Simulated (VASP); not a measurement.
Here is a VASP 6.6.1 calculation.

The input INCAR:

```
PREC = Accurate
ENCUT = 520
EDIFF = 1E-6
ISMEAR = 0
SIGMA = 0.1
LREAL = False
LASPH = True
NELM = 150
ALGO = Normal
ISIF = 2
LWAVE = False
LCHARG = False
ISPIN = 2
MAGMOM = 1 0 0 0 0 0
LORBIT = 11
LMAXMIX = 4
GGA = PE
NBANDS = 33
```

The input KPOINTS:

```
Automatic mesh
0
Gamma
  4 4 4
```

Contents of POSCAR:

```
TaPSe4
1.0
    0.0000000000      3.8922244334      3.8922244334
    3.8922244334      0.0000000000      3.8922244334
    3.8922244334      3.8922244334      0.0000000000
Ta P Se
1 1 4
Direct
    0.2500000000      0.2500000000      0.2500000000
    0.5000000000      0.5000000000      0.5000000000
    0.8759879251      0.3720362246      0.8759879251
    0.8759879251      0.8759879251      0.3720362246
    0.8759879251      0.8759879251      0.8759879251
    0.3720362246      0.8759879251      0.8759879251
```

Potentials or basis: VASP PAW PBE potentials, release 64 (Ta_pv, P, Se).

The run is started by

```console
$ cat potpaw_PBE.64/Ta_pv/POTCAR potpaw_PBE.64/P/POTCAR potpaw_PBE.64/Se/POTCAR > POTCAR
$ mpirun -np 1 vasp_std > vasp.out
```

Task: What does it give for the pressure?

Result: -0.1 GPa.

Task: Predict the net moment.

Result: 0.00 μB per cell.

Task: What does it give for the band gap on the k mesh?

Result: Zero (filled and empty bands overlap).

Caveat: spin-orbit coupling is left out, which moves the levels of the heavy elements.
